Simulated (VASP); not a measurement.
# Ge in VASP: a series of runs

Ge is run at these levels: PBEsol; tasks: single point.

Everything below comes from runs of VASP 6.6.1. Logs are shortened: lines on timing, memory, paths and dates and some standing lists are left out, and cuts for length are marked.

## 1. The cell of the first run

The cell holds a slab with vacuum, 4 atoms: a = 4.013 Å, b = 4.013 Å, c = 20.096 Å, α = 90.00°, β = 90.00°, γ = 120.00°.

## 2. Single point, PBEsol

Input file INCAR:

```
PREC     = Accurate       # precision mode
ENCUT    = 520            # plane-wave cutoff, eV
EDIFF    = 1E-6           # SCF threshold, eV
ISMEAR   = -1             # smearing method
SIGMA    = 0.02           # smearing width, eV
LREAL    = F              # projectors in reciprocal space
LASPH    = T              # aspherical terms in the spheres
NELM     = 60             # most SCF steps
ALGO     = Normal         # electronic algorithm
ISIF     = 2              # what is computed and relaxed
LWAVE    = F              # write WAVECAR
LCHARG   = F              # write CHGCAR
GGA      = PS             # functional
NBANDS   = 36             # bands
```

Input file KPOINTS:

```
Automatic mesh
0
Gamma
  9 9 1
```

Input file POSCAR:

```
Ge
1.0
    4.0132784969      0.0000000000      0.0000000000
   -2.0066392484      3.4756011308      0.0000000000
    0.0000000000      0.0000000000     20.0960000000
Ge
4
Direct
    0.1666666667      0.3333333333      0.3975202224
    0.5000000000      1.0000000000      0.4349585441
    0.5000000000      1.0000000000      0.5650414327
    0.8333333333      0.6666666667      0.6024798013
```

Potentials or basis: VASP PAW PBE potentials, release 64 (Ge_d).

Run with:

```
$ cat potpaw_PBE.64/Ge_d/POTCAR > POTCAR
$ mpirun -np 1 vasp_std > vasp.out
```

OUTCAR:

```text
PREC = Accurate
   ENCUT = 520
   EDIFF = 1E-6
   ISMEAR = -1
   LREAL = F
   LASPH = T
   NELM = 60
   ISIF = 2
   GGA = PS

 ion  position               nearest neighbor table
   1  0.167  0.333  0.398-   2 2.44   2 2.44   2 2.44
   2  0.500  0.000  0.435-   1 2.44   1 2.44   1 2.44   3 2.61
   3  0.500  0.000  0.565-   4 2.44   4 2.44   4 2.44   2 2.61
   4  0.833  0.667  0.602-   3 2.44   3 2.44   3 2.44

  LATTYP: Found a hexagonal cell.
 ALAT       =     4.0132784969
 C/A-ratio  =     5.0073773887

  Lattice vectors:

 A1 = (   4.0132784969,   0.0000000000,   0.0000000000)
 A2 = (  -2.0066392484,   3.4756011308,   0.0000000000)
 A3 = (   0.0000000000,   0.0000000000,  20.0960000000)

Analysis of symmetry for initial positions (statically):
=====================================================================
 Subroutine PRICEL returns:
 Original cell was already a primitive cell.

 Routine SETGRP: Setting up the symmetry group for a
 hexagonal supercell.

 Subroutine GETGRP returns: Found 12 space group operations
 (whereof  4 operations were pure point group operations)
 out of a pool of 24 trial point group operations.

The static configuration has the point symmetry C_2h.
 The point group associated with its full space group is D_3d.

Analysis of symmetry for dynamics (positions and initial velocities):
=====================================================================
 Subroutine PRICEL returns:
 Original cell was already a primitive cell.

 Routine SETGRP: Setting up the symmetry group for a
 hexagonal supercell.

 Subroutine GETGRP returns: Found 12 space group operations
 (whereof  4 operations were pure point group operations)
 out of a pool of 24 trial point group operations.

The dynamic configuration has the point symmetry C_2h.
 The point group associated with its full space group is D_3d.

 Subroutine INISYM returns: Found 12 space group operations
 (whereof  4 operations are pure point group operations),
 and found     1 'primitive' translations

----------------------------------------------------------------------------------------

                                     Primitive cell

  volume of cell :     280.3102
[... 74 lines left out ...]
   ISPIN  =      1    spin polarized calculation?
   LNONCOLLINEAR =      F non collinear calculations
   LSORBIT =      F    spin-orbit coupling
   LASPH  =      T    aspherical Exc in radial PAW
   ENCUT  =  520.0 eV  38.22 Ry    6.18 a.u.   7.46  7.46 37.37*2*pi/ulx,y,z
   NELM   =     60;   NELMIN=  2; NELMDL= -5     # of ELM steps
   EDIFF  = 0.1E-05   stopping-criterion for ELM
   LREAL  =      F    real-space projection
   EDIFFG = 0.1E-04   stopping-criterion for IOM
   NSW    =      0    number of steps for IOM
   IBRION =     -1    ionic relax: 0-MD 1-quasi-New 2-CG
   NFREE  =      0    steps in history (QN), initial steepest desc. (CG)
   ISIF   =      2    stress and relaxation
   ISYM   =      2    0-nonsym 1-usesym 2-fastsym
   POTIM  = 0.5000    time-step for ionic-motion
   TEBEG  =    0.0;   TEEND  =   0.0 temperature during run
   PSTRESS=    0.0 pullay stress
   NELECT =      56.0000    total number of electrons
   NUPDOWN=      -1.0000    fix difference up-down
   EMIN   =  10.00;   EMAX   =-10.00  energy-range for DOS
   EFERMI =   0.00;   METHOD = LEGACY
   ISMEAR =    -1;   SIGMA  =   0.02  broadening in eV -4-tet -1-fermi 0-gaus
   EFERMI_NEDOS =   21; number of points for ismear=-14 and -15
   IALGO  =     38    algorithm
   IMIX   =      4    mixing-type and parameters
     AMIX     =   0.40;   BMIX     =  1.00
     AMIX_MAG =   1.60;   BMIX_MAG =  1.00
  volume/ion in A,a.u.               =      70.08       472.91
  Fermi-wavevector in a.u.,A,eV,Ry     =   0.957028  1.808520 12.461606  0.915902
  Thomas-Fermi vector in A             =   2.086009
   LORBIT       =      0    0 simple, 1 ext, 2 COOP (PROOUT), +10 PAW based schemes
   GGA     = PS    functional components
   LHFCALC =     F    Hartree Fock is set to
   AEXX    =    0.0000 exact exchange contribution
   IVDW    =     0    specifies the selected vdW correction
   LEPSILON=     F    determine dielectric tensor
   LRPA    =     F    only Hartree local field effects (RPA)
 non-spin polarized calculation
  energy-cutoff  :      520.00
  volume of cell :      280.31
 maximum number of plane-waves:      7589
 NGX is ok and might be reduce to    30
   NGX = 15   NGY = 15   NGZ = 75

 number of electron      56.0000064 magnetization

 Free energy of the ion-electron system (eV)
  ---------------------------------------------------
  ext. energy  EPLUGINS =         0.00000000
  ---------------------------------------------------
  free energy    TOTEN  =       -18.06085035 eV

  energy without entropy =      -18.05917601  energy(sigma->0) =      -18.06001318

 E-fermi :  -1.7749     XC(G=0):  -3.9836

 val. band max:       -1.8021634989   @ k =   0.3333   0.3333   0.0000
 cond. band min:      -1.7674377527   @ k =   0.0000   0.0000   0.0000
 fundamental gap:      0.0347257462
 Fermi energy:        -1.7748835162

 k-point     1 :       0.0000    0.0000    0.0000
  band No.  band energies     occupation
      1     -26.1135      2.00000
      2     -26.1034      2.00000
      3     -26.1034      2.00000
      4     -26.0866      2.00000
      5     -26.0866      2.00000
      6     -26.0413      2.00000
[... 457 lines left out ...]
     35       4.6490      0.00000
     36       5.1038      0.00000

------------------------ aborting loop because EDIFF is reached ----------------------------------------

  FORCE on cell =-STRESS in cart. coord.  units (eV):
  Direction    XX          YY          ZZ          XY          YZ          ZX
  --------------------------------------------------------------------------------------
  -------------------------------------------------------------------------------------
  Total       -0.5073478     -0.5073478     -0.0330980     -0.0000000     -0.0000000      0.0000000
  in kB       -2.8998631     -2.8998631     -0.1891792     -0.0000000     -0.0000000      0.0000000
  external PRESSURE =      -1.9963018 kB  Pullay stress =       0.0000000 kB

 VOLUME and BASIS-vectors are now :
 -----------------------------------------------------------------------------
  energy-cutoff  :      520.00
  volume of cell :      280.31
      direct lattice vectors                 reciprocal lattice vectors
     4.013278497  0.000000000  0.000000000     0.249172840  0.143860006  0.000000000
    -2.006639248  3.475601131  0.000000000     0.000000000  0.287720012  0.000000000
     0.000000000  0.000000000 20.096000000     0.000000000  0.000000000  0.049761146

 POSITION                                       TOTAL-FORCE (eV/Angst)
 -----------------------------------------------------------------------------------
      0.00000      1.15853      7.98857        -0.000000      0.000000      0.011760
      2.00664      0.00000      8.74093         0.000000     -0.000000     -0.013716
      2.00664      0.00000     11.35507        -0.000000      0.000000      0.013716
      2.00664      2.31707     12.10743         0.000000     -0.000000     -0.011760
 -----------------------------------------------------------------------------------
    total drift:                               -0.000000      0.000000      0.000608

  FREE ENERGIE OF THE ION-ELECTRON SYSTEM (eV)
  ---------------------------------------------------
  free  energy   TOTEN  =       -18.0608503481 eV

  energy  without entropy=      -18.0591760150  energy(sigma->0) =      -18.06001318
```

stdout:

```text
POSCAR found type information on POSCAR Ge
 POSCAR found :  1 types and       4 ions
 scaLAPACK will be used
 -----------------------------------------------------------------------------
|                                                                             |
|                                                                             |
|     You enforced a specific xc type in the INCAR file but a different       |
|     I HOPE YOU KNOW WHAT YOU ARE DOING!                                     |
|                                                                             |
 -----------------------------------------------------------------------------

 LDA part: xc-table for (Slater+PW92), standard interpolation
 POSCAR, INCAR and KPOINTS ok, starting setup
 FFT: planning ... GRIDC
 FFT: planning ... GRID_SOFT
 FFT: planning ... GRID
 WAVECAR not read
 entering main loop
```

Wall time 4.8 min (1 thread of Intel Xeon 8259CL, shared host); peak memory 0.4 GiB.

What came out:

* Free energy: -18.0609 eV
* Largest force: 0.014 eV/Å
* Band gap on the k mesh: zero (bands 28 and 29 overlap by 0.03 eV)

Forces on the atoms (eV/Å):
```
Ge   0.000  0.000  0.012
Ge   0.000  0.000 -0.014
Ge   0.000  0.000  0.014
Ge   0.000  0.000 -0.012
```

Levels at points of the mesh, in eV from the Fermi level:
```csv
k point,band 26,band 27,band 28,band 29,band 30,band 31
"(0.00, 0.00, 0.00)",-0.56,0.01,0.01,0.62,1.12,1.88
```

Caveat: the PAW data sets were made with another functional, which shifts forces and pressure a little.

## 3. Single point, PBEsol

This run uses another cell than the first one.

Input file INCAR:

```
  ALGO = Normal
  DIPOL = 0.5 0.5 0.500
  EDIFF = 1E-6
  ENCUT = 520
  GGA = PS
  IDIPOL = 3
  ISIF = 2
  ISMEAR = -1
  LASPH = True
  LCHARG = False
  LDIPOL = True
  LREAL = False
  LWAVE = False
  NBANDS = 36
  NELM = 100
  PREC = Accurate
  SIGMA = 0.02
```

Input file KPOINTS:

```
k-points
0
Gamma
  9 9 1
```

Input file POSCAR:

```
Ge
1.0
    4.0132784969      0.0000000000      0.0000000000
   -2.0066392484      3.4756011308      0.0000000000
    0.0000000000      0.0000000000     26.1189000000
Ge
4
Direct
    0.1666666667      0.3333333333      0.4211515857
    0.5000000000      1.0000000000      0.4499568000
    0.5000000000      1.0000000000      0.5500431639
    0.8333333333      0.6666666667      0.5788484143
```

Potentials or basis: VASP PAW PBE potentials, release 64 (Ge_d).

Run with:

```
$ cat potpaw_PBE.64/Ge_d/POTCAR > POTCAR
$ mpirun -np 1 vasp_std > vasp.out
```

OUTCAR:

```text
EDIFF = 1E-6
   ENCUT = 520
   GGA = PS
   ISIF = 2
   ISMEAR = -1
   LASPH = True
   LREAL = False
   NELM = 100
   PREC = Accurate

 ion  position               nearest neighbor table
   1  0.167  0.333  0.421-   2 2.44   2 2.44   2 2.44
   2  0.500  0.000  0.450-   1 2.44   1 2.44   1 2.44   3 2.61
   3  0.500  0.000  0.550-   4 2.44   4 2.44   4 2.44   2 2.61
   4  0.833  0.667  0.579-   3 2.44   3 2.44   3 2.44

  LATTYP: Found a hexagonal cell.
 ALAT       =     4.0132784969
 C/A-ratio  =     6.5081204856

  Lattice vectors:

[... 654 lines left out ...]
  --------------------------------------------------------------------------------------
  -------------------------------------------------------------------------------------
  Total       -0.5067805     -0.5067805     -0.0310773     -0.0000000     -0.0000000     -0.0000000
  in kB       -2.2286732     -2.2286732     -0.1366691     -0.0000000     -0.0000000     -0.0000000
  external PRESSURE =      -1.5313385 kB  Pullay stress =       0.0000000 kB

 VOLUME and BASIS-vectors are now :
 -----------------------------------------------------------------------------
  energy-cutoff  :      520.00
  volume of cell :      364.32
      direct lattice vectors                 reciprocal lattice vectors
     4.013278497  0.000000000  0.000000000     0.249172840  0.143860006  0.000000000
    -2.006639248  3.475601131  0.000000000     0.000000000  0.287720012  0.000000000
     0.000000000  0.000000000 26.118900000     0.000000000  0.000000000  0.038286452

 POSITION                                       TOTAL-FORCE (eV/Angst)
 -----------------------------------------------------------------------------------
      0.00000      1.15853     11.00002         0.000000      0.000000      0.010203
      2.00664      0.00000     11.75238        -0.000000      0.000000     -0.011477
      2.00664      0.00000     14.36652         0.000000     -0.000000      0.011477
      2.00664      2.31707     15.11888        -0.000000     -0.000000     -0.010203
 -----------------------------------------------------------------------------------
    total drift:                                0.000000     -0.000000      0.001121

  FREE ENERGIE OF THE ION-ELECTRON SYSTEM (eV)
  ---------------------------------------------------
  free  energy   TOTEN  =       -18.0603235710 eV

  energy  without entropy=      -18.0586493092  energy(sigma->0) =      -18.05948644

 vacuum level on the upper side and lower side of the slab         2.166         2.166
```

It took 7.5 min on 1 thread of Intel Xeon 8259CL, shared host; peak memory 0.48 GiB.

Results:

```
Free energy            : -18.0603 eV
Largest force          : 0.011 eV/Å
Band gap on the k mesh : zero (bands 28 and 29 overlap by 0.03 eV)
```

Forces in eV/Å, atoms in the order of the input:
```
Ge   0.000  0.000  0.010
Ge   0.000  0.000 -0.011
Ge   0.000  0.000  0.011
Ge   0.000  0.000 -0.010
```

Levels at points of the mesh, in eV from the Fermi level:
| k point | band 24 | band 25 | band 26 | band 27 | band 28 | band 29 | band 30 | band 31 | band 32 | band 33 |
| --- | --- | --- | --- | --- | --- | --- | --- | --- | --- | --- |
| (0.00, 0.00, 0.00) | -2.05 | -0.56 | -0.56 | 0.01 | 0.01 | 0.62 | 1.12 | 1.88 | 3.75 | 3.75 |

Caveat: the PAW data sets were made with another functional, which shifts forces and pressure a little.
